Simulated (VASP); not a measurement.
Write the native input for VASP 6.6.1 that does the following.

- Task: single point
- Functional: PBEsol
- Potentials or basis: VASP PAW PBE potentials, release 64 (Si, Ge_d)
- Cutoff: 520 eV
- k mesh: 12 × 12 × 6
- Occupations: gaussian, width 0.03 eV
- Spin: no spin polarisation
- Dipole correction: no
- Further INCAR settings: ALGO = Normal; EDIFF = 1e-06; NBANDS = 26

The structure of SiGe lies in POSCAR:

```
SiGe
1.0
    3.9044512986      0.0000000000      0.0000000000
   -1.9522256493      3.3813540124      0.0000000000
    0.0000000000      0.0000000000      6.4507830000
Si Ge
2 2
Direct
    0.6666666667      0.3333333333      0.8908840938
    0.3333333333      0.6666666667      0.3908840938
    0.6666666667      0.3333333333      0.4940978766
    0.3333333333      0.6666666667     -0.0059021234
```

This cell differs from its parent crystal: atoms displaced along a vibrational mode.

One way to write it, as run:

INCAR

```
ALGO     = Normal         # electronic algorithm
EDIFF    = 1E-6           # SCF threshold, eV
ENCUT    = 520            # plane-wave cutoff, eV
GGA      = PS             # functional
ISIF     = 2              # what is computed and relaxed
ISMEAR   = 0              # smearing method
LASPH    = True           # aspherical terms in the spheres
LCHARG   = False          # write CHGCAR
LREAL    = False          # projectors in reciprocal space
LWAVE    = False          # write WAVECAR
NBANDS   = 26             # bands
NELM     = 100            # most SCF steps
PREC     = Accurate       # precision mode
SIGMA    = 0.03           # smearing width, eV
```

KPOINTS

```
k-points
0
Gamma
  12 12 6
```

Potentials or basis: VASP PAW PBE potentials, release 64 (Si, Ge_d).

Command:

```sh
$ cat potpaw_PBE.64/Si/POTCAR potpaw_PBE.64/Ge_d/POTCAR > POTCAR
$ mpirun -np 1 vasp_std > vasp.out
```

It gave:

```
Pressure               : 0.5 GPa
Largest force          : 1.352 eV/Å
Band gap on the k mesh : zero (bands 18 and 19 overlap by 0.16 eV)
```

Caveat: the cell differs from its parent crystal (atoms displaced along a vibrational mode); semilocal functionals underestimate gaps, so a narrow gap can read as zero; the PAW data sets were made with another functional, which shifts forces and pressure a little.

It took 62 s on 1 thread of Intel(R) Xeon(R) 6975P-C (Granite Rapids) (shared host), peak memory 0.28 GiB.
